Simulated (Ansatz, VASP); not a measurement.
# Hf3Si2O in VASP and in Ansatz

File INCAR:

```
SYSTEM = Hf3Si2O
PREC = Accurate
ENCUT = 520
EDIFF = 1E-7
ISMEAR = 0
SIGMA = 0.1
LREAL = .False.
LASPH = .True.
NELM = 60
ALGO = Normal
ISIF = 2
LWAVE = .False.
LCHARG = .True.
GGA = PE
LELF = .True.
LVHAR = .True.
NBANDS = 31
```

The input KPOINTS:

```
Automatic mesh
0
Gamma
  6 6 4
  0 0 0
```

File POSCAR:

```
Hf3Si2O
1.0
    4.0063169800      0.0000000000      0.0000000000
   -2.0031584900      3.4695722800      0.0000000000
    0.0000000000      0.0000000000      7.1707712000
Hf Si O
3 2 1
Direct
    0.6666666700      0.3333333300      0.3561005300
    0.3333333300      0.6666666700      0.6438994700
    0.0000000000      0.0000000000      0.5000000000
    0.6666666700      0.3333333300      0.6847193800
    0.3333333300      0.6666666700      0.3152806200
    0.0000000000      0.0000000000      0.0000000000
```

Input for Ansatz:

```yaml
crystal:
  lattice:
    - [4.00631698, 0.0, 0.0]
    - [-2.00315849, 3.46957228, 0.0]
    - [0.0, 0.0, 7.1707712]
  atoms:
    - { symbol: Hf, position: [0.66666667, 0.33333333, 0.35610053] }
    - { symbol: Hf, position: [0.33333333, 0.66666667, 0.64389947] }
    - { symbol: Hf, position: [0.0, 0.0, 0.5] }
    - { symbol: Si, position: [0.66666667, 0.33333333, 0.68471938] }
    - { symbol: Si, position: [0.33333333, 0.66666667, 0.31528062] }
    - { symbol: O, position: [0.0, 0.0, 0.0] }
basis:
  ecutwfc: 420
kpoints:
  mp_grid: { grid: [6, 6, 4] }
hamiltonian:
  xc: pbe
scf:
  occupations: { method: gaussian, width: 0.1 }
  lower_state_search: "off"
output:
  forces: true
  stress: true
  eigenvalues: true
```

Change from the starting cell: species swapped into the Ba2H3I type (P-3m1, No. 164).

Alike in both runs: task single point; functional PBE; k mesh 6 × 6 × 4; occupations gaussian, width 0.1 eV; no spin polarisation.

```csv
,VASP,Ansatz
version,VASP 6.6.1,Ansatz 0.2.0
potentials or method,"VASP PAW PBE potentials, release 64 (Hf_pv, Si, O), cutoff 520 eV","scalar-relativistic, plane waves, PAW"
valence electrons in the cell,44,92
```

|  | VASP | Ansatz | Ansatz less VASP |
| --- | --- | --- | --- |
| gap on the k mesh at the Fermi level (eV) | none | none | - |
| rms of the force components (eV/Å) | 3.566 | 3.567 | +0.0006 |

Atom by atom the forces differ by 0.020 eV/Å (rms over components). A gap of «none» marks a metal or a gap that the smearing closes. VASP's potentials hold 44 valence electrons a cell and Ansatz's 92, so a difference there can come from the potentials and not from the codes.

Neither program's run includes spin-orbit coupling.
